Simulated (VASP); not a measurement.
In, 1 atom in the cell. Symmetry: I4/mmm, No. 139, tetragonal system. The conventional cell has a = 3.321 Å, b = 3.321 Å, c = 4.687 Å, α = 90.00°, β = 90.00°, γ = 90.00°. In (site symmetry 4/mmm) has 12 In at 3.32 Å within 4.4 Å. 

| Property | Result |
| --- | --- |
| Program | VASP 6.6.1 |
| Task | relaxation of shape and atoms at fixed volume |
| Functional | PBE |
| Potentials or basis | VASP PAW PBE potentials, release 64 (In_d) |
| Cutoff | 600 eV |
| k mesh | 18 × 18 × 18 |
| Occupations | gaussian, width 0.1 eV |
| Spin | no spin polarisation |
| Dipole correction | no |
| Further INCAR settings | ALGO = Fast; EDIFF = 1e-07; IBRION = 2; EDIFFG = -0.01; NSW = 50; ISIF = 4 |

Potentials or basis: VASP PAW PBE potentials, release 64 (In_d).

The run is started by

```bash
$ cat potpaw_PBE.64/In_d/POTCAR > POTCAR
$ mpirun -np 1 vasp_std > vasp.out
```

Hardware: 1 thread of Intel(R) Xeon(R) Platinum 8559C (Emerald Rapids), on a shared host.

Task: How long does it take, and how much memory?

Result: Wall time 87 s on 1 thread of Intel(R) Xeon(R) Platinum 8559C (Emerald Rapids), on a shared host, peak memory 0.28 GiB. Counts: scf iterations 15, k points 480, ion steps 1.
